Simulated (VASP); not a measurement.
# Li3H2 (C2/m) in VASP: single point with PBE

Aim: the single point of Li3H2 with PBE.

Program: VASP 6.6.1. These are calculated values, not measurements. Logs are shortened: lines on timing, memory, paths and dates and some standing lists are left out, and cuts for length are marked.

### Step 1. The cell of the first run

Symmetry: C2/m, No. 12, monoclinic system. Conventional cell: a = 11.272 Å, b = 2.690 Å, c = 8.576 Å, α = 90.00°, β = 119.98°, γ = 90.00°. Li (site symmetry m) has 5 H at 1.93 to 1.98 Å within 2.6 Å. Within 2.5 Å of Li (site symmetry m) lie 3 H at 1.87 to 2.00 Å. Within 2.5 Å of Li (site symmetry m) lie 2 H at 1.87 Å. H (site symmetry m) has 5 Li at 1.87 to 2.00 Å within 2.5 Å. H (site symmetry m) has 5 Li at 1.87 to 1.98 Å within 2.5 Å.

### Step 2. Single point, PBE

File INCAR:

```
SYSTEM = Li3H2
PREC = Accurate
ENCUT = 520
EDIFF = 1E-6
ISMEAR = 0
SIGMA = 0.2
LREAL = .False.
LASPH = .True.
NELM = 80
ALGO = Normal
ISIF = 2
LWAVE = .False.
LCHARG = .False.
GGA = PE
NBANDS = 22
```

File KPOINTS:

```
Automatic mesh
0
Gamma
  6 6 2
  0 0 0
```

File POSCAR:

```
Li3H2
1.0
    5.5793515230     -1.3449975180     -0.7959448960
    5.5793515230      1.3449975180     -0.7959448960
   -3.1928028209      0.0000000000      7.9593313126
Li H
6 4
Direct
    0.8648331906      0.8648331906      0.5241750003
    0.1351668094      0.1351668094      0.4758249997
    0.6389933627      0.6389933627      0.1965074184
    0.3610066373      0.3610066373      0.8034925816
    0.8943671110      0.8943671110      0.1614437835
    0.1056328890      0.1056328890      0.8385562165
    0.5164324605      0.5164324605      0.3030280702
    0.4835675395      0.4835675395      0.6969719298
    0.2465911863      0.2465911863      0.3564063642
    0.7534088137      0.7534088137      0.6435936358
```

Potentials or basis: VASP PAW PBE potentials, release 64 (Li_sv, H).

Run with:

```console
$ cat potpaw_PBE.64/Li_sv/POTCAR potpaw_PBE.64/H/POTCAR > POTCAR
$ mpirun -np 1 vasp_std > vasp.out
```

OUTCAR:

```text
SYSTEM = Li3H2
   PREC = Accurate
   ENCUT = 520
   EDIFF = 1E-6
   ISMEAR = 0
   LREAL = .False.
   LASPH = .True.
   NELM = 80
   ISIF = 2
   GGA = PE

 ion  position               nearest neighbor table
   1  0.865  0.865  0.524-
   2  0.135  0.135  0.476-
   3  0.639  0.639  0.197-
   4  0.361  0.361  0.803-
   5  0.894  0.894  0.161-
   6  0.106  0.106  0.839-
   7  0.516  0.516  0.303-
   8  0.484  0.484  0.697-
   9  0.247  0.247  0.356-
  10  0.753  0.753  0.644-

  LATTYP: Found a base centered monoclinic cell.
 ALAT       =    11.2716798561
 B/A-ratio  =     0.2386507664
 C/A-ratio  =     0.7608302438
 COS(beta)  =    -0.4996470653

  Lattice vectors:

 A1 = (   5.5793515230,  -1.3449975180,  -0.7959448960)
 A2 = (   5.5793515230,   1.3449975180,  -0.7959448960)
 A3 = (  -3.1928028209,   0.0000000000,   7.9593313126)

Analysis of symmetry for initial positions (statically):
=====================================================================
 Subroutine PRICEL returns:
 Original cell was already a primitive cell.

 Routine SETGRP: Setting up the symmetry group for a
 base centered monoclinic supercell.

 Subroutine GETGRP returns: Found  4 space group operations
 (whereof  4 operations were pure point group operations)
 out of a pool of  4 trial point group operations.

The static configuration has the point symmetry C_2h.

Analysis of symmetry for dynamics (positions and initial velocities):
=====================================================================
 Subroutine PRICEL returns:
 Original cell was already a primitive cell.

 Routine SETGRP: Setting up the symmetry group for a
 base centered monoclinic supercell.

 Subroutine GETGRP returns: Found  4 space group operations
 (whereof  4 operations were pure point group operations)
 out of a pool of  4 trial point group operations.

The dynamic configuration has the point symmetry C_2h.

 Subroutine INISYM returns: Found  4 space group operations
 (whereof  4 operations are pure point group operations),
 and found     1 'primitive' translations

[... 108 lines left out ...]
   ENCUT  =  520.0 eV  38.22 Ry    6.18 a.u.  10.77 10.77 15.95*2*pi/ulx,y,z
   NELM   =     80;   NELMIN=  2; NELMDL= -5     # of ELM steps
   EDIFF  = 0.1E-05   stopping-criterion for ELM
   LREAL  =      F    real-space projection
   EDIFFG = 0.1E-04   stopping-criterion for IOM
   NSW    =      0    number of steps for IOM
   IBRION =     -1    ionic relax: 0-MD 1-quasi-New 2-CG
   NFREE  =      0    steps in history (QN), initial steepest desc. (CG)
   ISIF   =      2    stress and relaxation
   ISYM   =      2    0-nonsym 1-usesym 2-fastsym
   POTIM  = 0.5000    time-step for ionic-motion
   TEBEG  =    0.0;   TEEND  =   0.0 temperature during run
   PSTRESS=    0.0 pullay stress
   NELECT =      22.0000    total number of electrons
   NUPDOWN=      -1.0000    fix difference up-down
   EMIN   =  10.00;   EMAX   =-10.00  energy-range for DOS
   EFERMI =   0.00;   METHOD = LEGACY
   ISMEAR =     0;   SIGMA  =   0.20  broadening in eV -4-tet -1-fermi 0-gaus
   EFERMI_NEDOS =   21; number of points for ismear=-14 and -15
   IALGO  =     38    algorithm
   IMIX   =      4    mixing-type and parameters
     AMIX     =   0.40;   BMIX     =  1.00
     AMIX_MAG =   1.60;   BMIX_MAG =  1.00
  volume/ion in A,a.u.               =      11.26        76.00
  Fermi-wavevector in a.u.,A,eV,Ry     =   0.949896  1.795043 12.276564  0.902302
  Thomas-Fermi vector in A             =   2.078222
   LORBIT       =      0    0 simple, 1 ext, 2 COOP (PROOUT), +10 PAW based schemes
   GGA     = PE    functional components
   LHFCALC =     F    Hartree Fock is set to
   AEXX    =    0.0000 exact exchange contribution
   IVDW    =     0    specifies the selected vdW correction
   LEPSILON=     F    determine dielectric tensor
   LRPA    =     F    only Hartree local field effects (RPA)
 non-spin polarized calculation
 Gauss-broadening in eV      SIGMA  =   0.20
  energy-cutoff  :      520.00
  volume of cell :      112.62
 maximum number of plane-waves:      3054
 NGX is ok and might be reduce to    48
   NGX = 21   NGY = 21   NGZ = 31

 number of electron      22.0000008 magnetization

 Free energy of the ion-electron system (eV)
  ---------------------------------------------------
  ext. energy  EPLUGINS =         0.00000000
  ---------------------------------------------------
  free energy    TOTEN  =       -27.55507823 eV

  energy without entropy =      -27.52235648  energy(sigma->0) =      -27.53871735

 E-fermi :   1.3848     XC(G=0):  -7.6692

 val. band max:        1.3813936432   @ k =   0.3333   0.1667   0.0000
 cond. band min:       1.4630688582   @ k =   0.1667   0.0000   0.5000
 fundamental gap:      0.0816752150
 Fermi energy:         1.3847750289

 k-point     1 :       0.0000    0.0000    0.0000
  band No.  band energies     occupation
      1     -45.2672      2.00000
      2     -45.2645      2.00000
      3     -45.0940      2.00000
      4     -45.0684      2.00000
      5     -45.0333      2.00000
      6     -45.0302      2.00000
[... 589 lines left out ...]
     21       9.0573      0.00000
     22       9.3814      0.00000

 [... further k-points ...]
[... 5 lines left out ...]
  --------------------------------------------------------------------------------------
  -------------------------------------------------------------------------------------
  Total        0.0332429      0.0247718      0.1180829      0.0000000      0.0000000     -0.1936688
  in kB        0.4729223      0.3524100      1.6798799      0.0000000      0.0000000     -2.7551868
  external PRESSURE =       0.8350707 kB  Pullay stress =       0.0000000 kB

 VOLUME and BASIS-vectors are now :
 -----------------------------------------------------------------------------
  energy-cutoff  :      520.00
  volume of cell :      112.62
      direct lattice vectors                 reciprocal lattice vectors
     5.579351523 -1.344997518 -0.795944896     0.095055832 -0.371747898  0.038130657
     5.579351523  1.344997518 -0.795944896     0.095055832  0.371747898  0.038130657
    -3.192802821  0.000000000  7.959331313     0.019011447  0.000000000  0.133264939

 POSITION                                       TOTAL-FORCE (eV/Angst)
 -----------------------------------------------------------------------------------
      7.97683      0.00000      2.79536         0.013202      0.000000     -0.006984
     -0.01093      0.00000      3.57208        -0.013202      0.000000      0.006984
      6.50293      0.00000      0.54686         0.013213      0.000000      0.013305
      1.46297      0.00000      5.82058        -0.013213      0.000000     -0.013305
      9.46452      0.00000     -0.13875         0.003543      0.000000      0.005749
     -1.49862      0.00000      6.50619        -0.003543      0.000000     -0.005749
      4.79521      0.00000      1.58980        -0.001368      0.000000      0.003845
      3.17069      0.00000      4.77764         0.001368      0.000000     -0.003845
      1.61370      0.00000      2.44421        -0.006687      0.000000      0.002256
      6.35220      0.00000      3.92323         0.006687      0.000000     -0.002256
 -----------------------------------------------------------------------------------
    total drift:                                0.000000      0.000000      0.000000

  FREE ENERGIE OF THE ION-ELECTRON SYSTEM (eV)
  ---------------------------------------------------
  free  energy   TOTEN  =       -27.5550782317 eV

  energy  without entropy=      -27.5223564756  energy(sigma->0) =      -27.53871735
```

OSZICAR:

```text
N       E                     dE             d eps       ncg     rms          rms(c)
DAV:   1     0.107026604552E+03    0.10703E+03   -0.98726E+03  1152   0.102E+03
DAV:   2    -0.469905522314E+01   -0.11173E+03   -0.10657E+03  1226   0.267E+02
DAV:   3    -0.280894462823E+02   -0.23390E+02   -0.23182E+02  2188   0.624E+01
DAV:   4    -0.295268109674E+02   -0.14374E+01   -0.14190E+01  1594   0.266E+01
DAV:   5    -0.296902083092E+02   -0.16340E+00   -0.16339E+00  1868   0.579E+00    0.649E+00
DAV:   6    -0.280460774622E+02    0.16441E+01   -0.13753E+00  1390   0.388E+00    0.321E+00
DAV:   7    -0.275305818189E+02    0.51550E+00   -0.18356E+00  1490   0.450E+00    0.721E-01
DAV:   8    -0.275627603136E+02   -0.32178E-01   -0.24115E-01  1440   0.203E+00    0.393E-01
DAV:   9    -0.275544562268E+02    0.83041E-02   -0.30045E-02  1432   0.623E-01    0.140E-01
DAV:  10    -0.275551086441E+02   -0.65242E-03   -0.33371E-03  1746   0.247E-01    0.585E-02
DAV:  11    -0.275550738736E+02    0.34770E-04   -0.30666E-04  1552   0.793E-02    0.167E-02
DAV:  12    -0.275550798069E+02   -0.59333E-05   -0.41785E-05  1580   0.391E-02    0.554E-03
DAV:  13    -0.275550781266E+02    0.16803E-05   -0.73336E-06  1468   0.140E-02    0.209E-03
DAV:  14    -0.275550782317E+02   -0.10508E-06   -0.66099E-07   950   0.434E-03
   1 F= -.27555078E+02 E0= -.27538717E+02  d E =-.327218E-01
```

Wall time 92 s (1 thread of Intel Xeon Platinum 8488C (Sapphire Rapids), shared host); peak memory 0.37 GiB.

What came out:

```yaml
Free_energy: -27.5551 eV
Largest_force: 0.019 eV/Å
Band_gap_on_the_k_mesh: zero (band 11 reaches 3.02 eV, above the bottom of band 12 at 0.19 eV)
```

Forces in eV/Å, atoms in the order of the input:
```
Li   0.013  0.000 -0.007
Li  -0.013  0.000  0.007
Li   0.013  0.000  0.013
Li  -0.013  0.000 -0.013
Li   0.004  0.000  0.006
Li  -0.004  0.000 -0.006
H   -0.001  0.000  0.004
H    0.001  0.000 -0.004
H   -0.007  0.000  0.002
H    0.007  0.000 -0.002
```

Levels at points of the mesh, in eV from the Fermi level:
| k point | band 7 | band 8 | band 9 | band 10 | band 11 | band 12 | band 13 | band 14 | band 15 | band 16 |
| --- | --- | --- | --- | --- | --- | --- | --- | --- | --- | --- |
| (0.00, 0.00, 0.00) | -6.87 | -5.74 | -4.54 | -3.98 | -2.19 | -0.74 | 1.08 | 2.58 | 2.70 | 4.63 |
| (0.50, 0.00, 0.00) | -4.39 | -3.89 | -3.17 | -2.79 | 1.64 | 1.73 | 2.31 | 2.74 | 3.01 | 3.93 |
| (0.50, 0.50, 0.00) | -6.41 | -5.81 | -4.93 | -4.84 | -1.22 | -1.19 | 2.49 | 2.80 | 3.51 | 4.35 |
| (0.00, 0.00, 0.50) | -6.81 | -5.90 | -4.50 | -3.96 | -1.94 | -0.52 | 0.47 | 2.08 | 3.30 | 3.73 |
| (0.50, 0.00, 0.50) | -4.40 | -3.88 | -3.17 | -2.81 | 1.31 | 2.14 | 2.58 | 2.86 | 2.93 | 3.61 |
| (0.50, 0.50, 0.50) | -6.45 | -5.73 | -4.89 | -4.87 | -1.31 | -1.14 | 1.84 | 2.36 | 5.19 | 5.54 |

Caveat: the k points lie up to 0.42 Å⁻¹ apart; the cutoff is under 1.25 times the usual one of these potentials, so pressure, stress and relaxed cells hold a basis-set (Pulay) error.
